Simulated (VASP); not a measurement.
# BN (Fmm2) in VASP: a series of runs

The runs below take BN through single point, with PBEsol.

Everything below comes from runs of VASP 6.6.1. Logs are shortened: lines on timing, memory, paths and dates and some standing lists are left out, and cuts for length are marked.

### Step 1. The cell of the first run

It takes space group Fmm2 (No. 42, orthorhombic). Conventional cell: a = 2.568 Å, b = 7.172 Å, c = 4.445 Å, α = 90.00°, β = 90.00°, γ = 90.00°. Within 2.0 Å of B (site symmetry mm2) lie 3 N at 1.48 Å. Within 2.0 Å of N (site symmetry mm2) lie 3 B at 1.48 Å.

### Step 2. Single point, PBEsol

Input file INCAR:

```
SYSTEM = BN
PREC = Accurate
ENCUT = 520
EDIFF = 1E-7
ISMEAR = 0
SIGMA = 0.01
LREAL = .False.
LASPH = .True.
NELM = 60
ALGO = Normal
ISIF = 2
LWAVE = .False.
LCHARG = .True.
GGA = PS
LELF = .True.
LVHAR = .True.
NBANDS = 11
```

Input file KPOINTS:

```
Automatic mesh
0
Gamma
  10 10 10
  0 0 0
```

Input file POSCAR:

```
BN
1.0
    0.0000000000      3.5861435972      2.2223783512
    1.2841564711      0.0000000000      2.2223783512
    1.2841564711      3.5861435972      0.0000000000
B N
1 1
Direct
    0.0000486500      0.0000486500      0.9999513500
    0.6666666667      0.6666666667      0.3333333333
```

Potentials or basis: VASP PAW PBE potentials, release 64 (B, N).

The run is started by

```
$ cat potpaw_PBE.64/B/POTCAR potpaw_PBE.64/N/POTCAR > POTCAR
$ mpirun -np 1 vasp_std > vasp.out
```

OUTCAR:

```text
SYSTEM = BN
   PREC = Accurate
   ENCUT = 520
   EDIFF = 1E-7
   ISMEAR = 0
   LREAL = .False.
   LASPH = .True.
   NELM = 60
   ISIF = 2
   GGA = PS

 ion  position               nearest neighbor table
   1  0.000  0.000  1.000-   2 1.48   2 1.48   2 1.48
   2  0.667  0.667  0.333-   1 1.48   1 1.48   1 1.48

  LATTYP: Found a face centered orthorhombic cell.
 ALAT       =     2.5683129422
 B/A-ratio  =     1.7306133647
 C/A-ratio  =     2.7926064136

  Lattice vectors:

 A1 = (  -0.0000000000,   3.5861435972,   2.2223783512)
 A2 = (  -1.2841564711,   3.5861435972,   0.0000000000)
 A3 = (  -1.2841564711,   0.0000000000,   2.2223783512)

Analysis of symmetry for initial positions (statically):
=====================================================================
 Subroutine PRICEL returns:
 Original cell was already a primitive cell.

 Routine SETGRP: Setting up the symmetry group for a
 face centered orthorhombic supercell.

 Subroutine GETGRP returns: Found  4 space group operations
 (whereof  4 operations were pure point group operations)
 out of a pool of  8 trial point group operations.

The static configuration has the point symmetry C_2v.

Analysis of symmetry for dynamics (positions and initial velocities):
=====================================================================
 Subroutine PRICEL returns:
 Original cell was already a primitive cell.

 Routine SETGRP: Setting up the symmetry group for a
 face centered orthorhombic supercell.

 Subroutine GETGRP returns: Found  4 space group operations
 (whereof  4 operations were pure point group operations)
 out of a pool of  8 trial point group operations.

The dynamic configuration has the point symmetry C_2v.

 Subroutine INISYM returns: Found  4 space group operations
 (whereof  4 operations are pure point group operations),
 and found     1 'primitive' translations

----------------------------------------------------------------------------------------

                                     Primitive cell

  volume of cell :      20.4689

  direct lattice vectors                    reciprocal lattice vectors
     0.000000000  3.586143597  2.222378351    -0.389360651  0.139425538  0.224984193
     1.284156471  0.000000000  2.222378351     0.389360651 -0.139425538  0.224984193
     1.284156471  3.586143597  0.000000000     0.389360651  0.139425538 -0.224984193

  length of vectors
     4.218932500  2.566714510  3.809131626     0.470806844  0.470806844  0.470806844

  position of ions in fractional coordinates (direct lattice)
     0.000048650  0.000048650  0.999951350
     0.666666667  0.666666667  0.333333333

  ion indices of the primitive-cell ions
   primitive index   ion index
                 1           1
                 2           2

----------------------------------------------------------------------------------------

 KPOINTS: Automatic mesh

Automatic generation of k-mesh.
 Grid dimensions read from file:
 generate k-points for:   10   10   10

 Generating k-lattice:

  Cartesian coordinates                     Fractional coordinates (reciprocal lattice)
    -0.038936065  0.013942554  0.022498419     0.100000000  0.000000000  0.000000000
     0.038936065 -0.013942554  0.022498419     0.000000000  0.100000000  0.000000000
     0.038936065  0.013942554 -0.022498419     0.000000000  0.000000000  0.100000000

  Length of vectors
     0.047080684  0.047080684  0.047080684

  Shift w.r.t. Gamma in fractional coordinates (k-lattice)
     0.000000000  0.000000000  0.000000000

 Subroutine IBZKPT returns following result:
 ===========================================

 Found    171 irreducible k-points:

 Following reciprocal coordinates:
            Coordinates               Weight
  0.000000  0.000000  0.000000      1.000000
  0.100000 -0.000000 -0.000000      8.000000
  0.200000 -0.000000 -0.000000      8.000000
  0.300000  0.000000  0.000000      8.000000
  0.400000 -0.000000 -0.000000      8.000000
  0.500000  0.000000  0.000000      4.000000
[... 16 lines left out ...]
  0.300000  0.300000  0.000000      2.000000
  0.400000  0.300000 -0.000000      8.000000
 [... further k-points ...]
   k-points           NKPTS =    171   k-points in BZ     NKDIM =    171   number of bands    NBANDS=     11
   number of dos      NEDOS =    301   number of ions     NIONS =      2
   total plane-waves  NPLWV =  17920
   dimension x,y,z NGX =    32 NGY =   20 NGZ =   28
   dimension x,y,z NGXF=    64 NGYF=   40 NGZF=   56
   ions per type =               1   1
   NGX,Y,Z   is equivalent  to a cutoff of  12.61, 12.95, 12.22 a.u.
   NGXF,Y,Z  is equivalent  to a cutoff of  25.22, 25.91, 24.44 a.u.
 SYSTEM =  BN
   PREC   = accura    normal or accurate (medium, high low for compatibility)
   ISTART =      0    job   : 0-new  1-cont  2-samecut
   ICHARG =      2    charge: 1-file 2-atom 10-const
   ISPIN  =      1    spin polarized calculation?
   LNONCOLLINEAR =      F non collinear calculations
   LSORBIT =      F    spin-orbit coupling
   LASPH  =      T    aspherical Exc in radial PAW
   ENCUT  =  520.0 eV  38.22 Ry    6.18 a.u.   7.84  4.77  7.08*2*pi/ulx,y,z
   NELM   =     60;   NELMIN=  2; NELMDL= -5     # of ELM steps
   EDIFF  = 0.1E-06   stopping-criterion for ELM
   LREAL  =      F    real-space projection
   EDIFFG = 0.1E-05   stopping-criterion for IOM
   NSW    =      0    number of steps for IOM
   IBRION =     -1    ionic relax: 0-MD 1-quasi-New 2-CG
   NFREE  =      0    steps in history (QN), initial steepest desc. (CG)
   ISIF   =      2    stress and relaxation
   ISYM   =      2    0-nonsym 1-usesym 2-fastsym
   POTIM  = 0.5000    time-step for ionic-motion
   TEBEG  =    0.0;   TEEND  =   0.0 temperature during run
   PSTRESS=    0.0 pullay stress
   NELECT =       8.0000    total number of electrons
   NUPDOWN=      -1.0000    fix difference up-down
   EMIN   =  10.00;   EMAX   =-10.00  energy-range for DOS
   EFERMI =   0.00;   METHOD = LEGACY
   ISMEAR =     0;   SIGMA  =   0.01  broadening in eV -4-tet -1-fermi 0-gaus
   EFERMI_NEDOS =   21; number of points for ismear=-14 and -15
   IALGO  =     38    algorithm
   IMIX   =      4    mixing-type and parameters
     AMIX     =   0.40;   BMIX     =  1.00
     AMIX_MAG =   1.60;   BMIX_MAG =  1.00
  volume/ion in A,a.u.               =      10.23        69.07
  Fermi-wavevector in a.u.,A,eV,Ry     =   1.196943  2.261895 19.492707  1.432674
  Thomas-Fermi vector in A             =   2.332871
   LORBIT       =      0    0 simple, 1 ext, 2 COOP (PROOUT), +10 PAW based schemes
   GGA     = PS    functional components
   LHFCALC =     F    Hartree Fock is set to
   AEXX    =    0.0000 exact exchange contribution
   IVDW    =     0    specifies the selected vdW correction
   LEPSILON=     F    determine dielectric tensor
   LRPA    =     F    only Hartree local field effects (RPA)
 non-spin polarized calculation
 Gauss-broadening in eV      SIGMA  =   0.01
  energy-cutoff  :      520.00
  volume of cell :       20.47
 maximum number of plane-waves:       574
   NGX = 15   NGY =  9   NGZ = 15

 number of electron       8.0000000 magnetization

 Free energy of the ion-electron system (eV)
  ---------------------------------------------------
  ext. energy  EPLUGINS =         0.00000000
  ---------------------------------------------------
  free energy    TOTEN  =       -18.21442504 eV

  energy without entropy =      -18.21442504  energy(sigma->0) =      -18.21442504

 E-fermi :   1.3893     XC(G=0):  -9.6426

 val. band max:        1.3396247647   @ k =   0.4000  -0.4000   0.1000
 cond. band min:       5.0840608171   @ k =   0.0000   0.5000   0.5000
 fundamental gap:      3.7444360524
 Fermi energy:         1.3892905385

 k-point     1 :       0.0000    0.0000    0.0000
  band No.  band energies     occupation
      1     -15.9611      2.00000
      2      -2.8108      2.00000
      3      -0.0787      2.00000
      4      -0.0713      2.00000
      5       5.9687      0.00000
      6      12.2438      0.00000
      7      12.2951      0.00000
      8      13.4342      0.00000
      9      14.4119      0.00000
     10      25.5058      0.00000
     11      26.7213      0.00000

 k-point     2 :       0.1000   -0.0000   -0.0000
  band No.  band energies     occupation
      1     -15.7729      2.00000
      2      -2.6268      2.00000
      3      -0.8461      2.00000
      4      -0.4151      2.00000
      5       6.4046      0.00000
      6      12.1440      0.00000
      7      12.8157      0.00000
      8      13.0433      0.00000
      9      15.0387      0.00000
     10      24.8100      0.00000
     11      26.0625      0.00000

 k-point     3 :       0.2000   -0.0000   -0.0000
  band No.  band energies     occupation
      1     -15.2258      2.00000
      2      -2.6639      2.00000
      3      -2.0653      2.00000
      4      -1.1790      2.00000
      5       7.4851      0.00000
      6      11.2124      0.00000
      7      11.9162      0.00000
      8      15.0961      0.00000
      9      16.4794      0.00000
     10      21.8563      0.00000
     11      26.1390      0.00000

 k-point     4 :       0.3000    0.0000    0.0000
  band No.  band energies     occupation
      1     -14.3884      2.00000
      2      -4.7412      2.00000
      3      -1.9596      2.00000
      4      -1.1853      2.00000
      5       8.2893      0.00000
      6       9.7250      0.00000
      7      11.8805      0.00000
      8      17.8095      0.00000
      9      17.9684      0.00000
     10      19.7601      0.00000
     11      24.7361      0.00000
[... 239 lines left out ...]
 k-point    22 :      -0.2000    0.2000    0.0000
  band No.  band energies     occupation
      1     -13.9196      2.00000
      2      -5.0356      2.00000
      3      -3.2833      2.00000
      4      -0.7583      2.00000
      5       7.9572      0.00000
      6      10.8590      0.00000
      7      13.5721      0.00000
      8      15.4799      0.00000
      9      17.5013      0.00000
     10      20.6101      0.00000
     11      23.2142      0.00000

 k-point    23 :       0.3000    0.3000    0.0000
  band No.  band energies     occupation
      1     -14.4137      2.00000
      2      -4.7987      2.00000
      3      -1.9540      2.00000
      4      -0.8751      2.00000
      5       8.4071      0.00000
      6       9.5350      0.00000
      7      11.7660      0.00000
      8      17.1078      0.00000
      9      17.8799      0.00000
     10      21.6389      0.00000
     11      23.1333      0.00000

 k-point    24 :       0.4000    0.3000   -0.0000
  band No.  band energies     occupation
      1     -13.8302      2.00000
      2      -5.7240      2.00000
      3      -2.7769      2.00000
      4      -0.1785      2.00000
      5       8.3098      0.00000
      6       9.5597      0.00000
      7      12.4424      0.00000
      8      16.3852      0.00000
      9      18.8176      0.00000
     10      19.6482      0.00000
     11      22.9730      0.00000

 [... further k-points ...]
[... 5 lines left out ...]
  --------------------------------------------------------------------------------------
  -------------------------------------------------------------------------------------
  Total       -2.8219952     -0.0224684     -2.8130127      0.0000000      0.0000000      0.0000000
  in kB     -220.8885695     -1.7586880   -220.1854711      0.0000000      0.0000000      0.0000000
  external PRESSURE =    -147.6109095 kB  Pullay stress =       0.0000000 kB

 VOLUME and BASIS-vectors are now :
 -----------------------------------------------------------------------------
  energy-cutoff  :      520.00
  volume of cell :       20.47
      direct lattice vectors                 reciprocal lattice vectors
     0.000000000  3.586143597  2.222378351    -0.389360651  0.139425538  0.224984193
     1.284156471  0.000000000  2.222378351     0.389360651 -0.139425538  0.224984193
     1.284156471  3.586143597  0.000000000     0.389360651  0.139425538 -0.224984193

 POSITION                                       TOTAL-FORCE (eV/Angst)
 -----------------------------------------------------------------------------------
      1.28416      3.58614      0.00022         0.000000      0.000000      0.008945
      1.28416      3.58614      2.96317         0.000000      0.000000     -0.008945
 -----------------------------------------------------------------------------------
    total drift:                               -0.000001      0.000012      0.000025

  FREE ENERGIE OF THE ION-ELECTRON SYSTEM (eV)
  ---------------------------------------------------
  free  energy   TOTEN  =       -18.2144250351 eV

  energy  without entropy=      -18.2144250351  energy(sigma->0) =      -18.21442504
```

Run time: 16 s. Hardware: 1 thread of Intel Xeon 6975P-C (Granite Rapids), shared host; peak memory 0.16 GiB.

What came out:

| Quantity | Value |
| --- | --- |
| Free energy | -18.2144 eV |
| Pressure | -14.8 GPa |
| Largest force | 0.009 eV/Å |
| Band gap on the k mesh | 3.74 eV, indirect (least direct gap 4.50 eV) |

Forces on the atoms (eV/Å):
```
B    0.000  0.000  0.009
N    0.000  0.000 -0.009
```

Stress tensor (GPa, compression positive):
```
-22.09   0.00   0.00
  0.00  -0.18   0.00
  0.00   0.00 -22.02
```

Caveat: the PAW data sets were made with another functional, which shifts forces and pressure a little.

### Step 3. Single point, PBEsol

This run uses another cell than the first one, of 10.61 Å³/atom, 1.037 times its volume.

Input file INCAR:

```
SYSTEM = BN
  PREC = Accurate
  ENCUT = 520
  EDIFF = 1E-7
  ISMEAR = 0
  SIGMA = 0.01
  LREAL = .False.
  LASPH = .True.
  NELM = 100
  ALGO = Normal
  ISIF = 2
  LWAVE = .False.
  LCHARG = .False.
  GGA = PS
  NBANDS = 11
```

Input file KPOINTS:

```
regular mesh
0
Gamma
  10 10 10
  0 0 0
```

Input file POSCAR:

```
BN
1.0
    0.0000000000      3.6298813663      2.2494831976
    1.2998184594      0.0000000000      2.2494831976
    1.2998184594      3.6298813663      0.0000000000
B N
1 1
Direct
    0.0000486500      0.0000486500      0.9999513500
    0.6666666667      0.6666666667      0.3333333333
```

Potentials or basis: VASP PAW PBE potentials, release 64 (B, N).

The run is started by

```
$ cat potpaw_PBE.64/B/POTCAR potpaw_PBE.64/N/POTCAR > POTCAR
$ mpirun -np 1 vasp_std > vasp.out
```

It took 16 s on 1 thread of Intel Xeon 6975P-C (Granite Rapids), shared host; peak memory 0.17 GiB.

Results (log left out):

```yaml
Free_energy: -18.1308 eV
Pressure: -20.7 GPa
Largest_force: 0.007 eV/Å
Band_gap_on_the_k_mesh: 3.72 eV, indirect (least direct gap 4.41 eV)
```

Forces on the atoms (eV/Å):
```
B    0.000  0.000  0.007
N    0.000  0.000 -0.007
```

Stress tensor (GPa, compression positive):
```
-30.94   0.00   0.00
  0.00  -0.26   0.00
  0.00   0.00 -30.87
```

Levels at points of the mesh, in eV from the valence-band top:
```csv
k point,band 1,band 2,band 3,band 4,band 5,band 6,band 7,band 8
"(0.00, 0.00, 0.00)",-17.08,-4.01,-1.45,-1.44,4.57,10.62,10.67,11.69
"(0.50, 0.00, 0.00)",-14.22,-8.50,-3.98,-0.85,4.40,8.67,12.48,14.66
"(0.50, 0.50, 0.00)",-14.25,-8.57,-3.97,-0.43,5.38,8.36,11.51,12.99
"(0.50, 0.00, 0.50)",-16.93,-5.45,-1.46,-1.44,8.84,10.00,10.58,10.66
"(0.00, 0.50, 0.50)",-14.17,-8.41,-4.00,-1.23,3.72,8.73,13.54,16.80
```

Caveat: the PAW data sets were made with another functional, which shifts forces and pressure a little. As with any semilocal functional, this PBEsol gap is likely too small.
